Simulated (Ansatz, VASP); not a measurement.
## Two plane-wave programs on WS2

The input INCAR:

```
SYSTEM = WS2
PREC     = Accurate       ! precision mode
ENCUT    = 520            ! plane-wave cutoff, eV
EDIFF    = 1E-6           ! SCF threshold, eV
ISMEAR   = 0              ! smearing method
SIGMA    = 0.05           ! smearing width, eV
LREAL    = .False.        ! projectors in reciprocal space
LASPH    = .True.         ! aspherical terms in the spheres
NELM     = 80             ! most SCF steps
ALGO     = Normal         ! electronic algorithm
ISIF     = 2              ! what is computed and relaxed
LWAVE    = .False.        ! write WAVECAR
LCHARG   = .True.         ! write CHGCAR
LDIPOL   = .True.       
IDIPOL   = 3            
DIPOL    = 0.5 0.5 0.394
GGA      = PE             ! functional
IVDW     = 12             ! dispersion correction
LELF     = .True.         ! ELF
LVHAR    = .True.       
LVACPOTAV= .True.       
NBANDS   = 35             ! bands
```

Contents of KPOINTS:

```
regular mesh
0
Gamma
  9 9 1
  0 0 0
```

Contents of POSCAR:

```
WS2
1.0
    3.1595456682      0.0000000000      0.0000000000
   -1.5797728341      2.7362468131      0.0000000000
    0.0000000000      0.0000000000     23.8042574330
S W
4 2
Direct
    0.3333333333      0.6666666667      0.1890418137
    0.3333333333      0.6666666667      0.3214605092
    0.6666666667      1.3333333333      0.4659724735
    0.6666666667      1.3333333333      0.5983911690
    0.6666666667      0.3333333333      0.2552511584
    0.3333333333      1.6666666667      0.5321818182
```

Input for Ansatz:

```yaml
crystal:
  lattice:
    - [3.1595456682, 0.0, 0.0]
    - [-1.5797728341, 2.7362468131, 0.0]
    - [0.0, 0.0, 23.804257433]
  atoms:
    - { symbol: S, position: [0.3333333333, 0.6666666667, 0.1890418137] }
    - { symbol: W, position: [0.6666666667, 0.3333333333, 0.2552511584] }
    - { symbol: S, position: [0.3333333333, 0.6666666667, 0.3214605092] }
    - { symbol: S, position: [0.6666666667, 1.3333333333, 0.4659724735] }
    - { symbol: W, position: [0.3333333333, 1.6666666667, 0.5321818182] }
    - { symbol: S, position: [0.6666666667, 1.3333333333, 0.598391169] }
basis:
  ecutwfc: 420
kpoints:
  mp_grid: { grid: [9, 9, 1] }
hamiltonian:
  xc: pbe
  pseudopotentials: { kind: paw, azcp: { folder: soft_1 } }
  dispersion: d3bj
scf:
  occupations: { method: gaussian, width: 0.05 }
output:
  forces: true
  eigenvalues: true
efield:
  axis: 3
  dipole_correction: true
  ramp_width: 0.04
```

Alike in both runs: task single point; functional PBE; dispersion D3(BJ); k mesh 9 × 9 × 1; occupations gaussian, width 0.05 eV; no spin polarisation.

```csv
,VASP,Ansatz
version,VASP 6.6.1,Ansatz 0.2.0
potentials or method,"VASP PAW PBE potentials, release 64 (S, W_sv), cutoff 520 eV","scalar-relativistic, plane waves, PAW"
valence electrons in the cell,52,52
```

|  | VASP | Ansatz | Ansatz less VASP |
| --- | --- | --- | --- |
| gap on the k mesh at the Fermi level (eV) | 1.76 | 1.75 | -0.015 |
| least direct gap on the mesh (eV) | 1.90 | 1.90 | -0.003 |
| rms of the force components (eV/Å) | 0.029 | 0.029 | -0.0003 |

Spin-orbit coupling is off throughout.
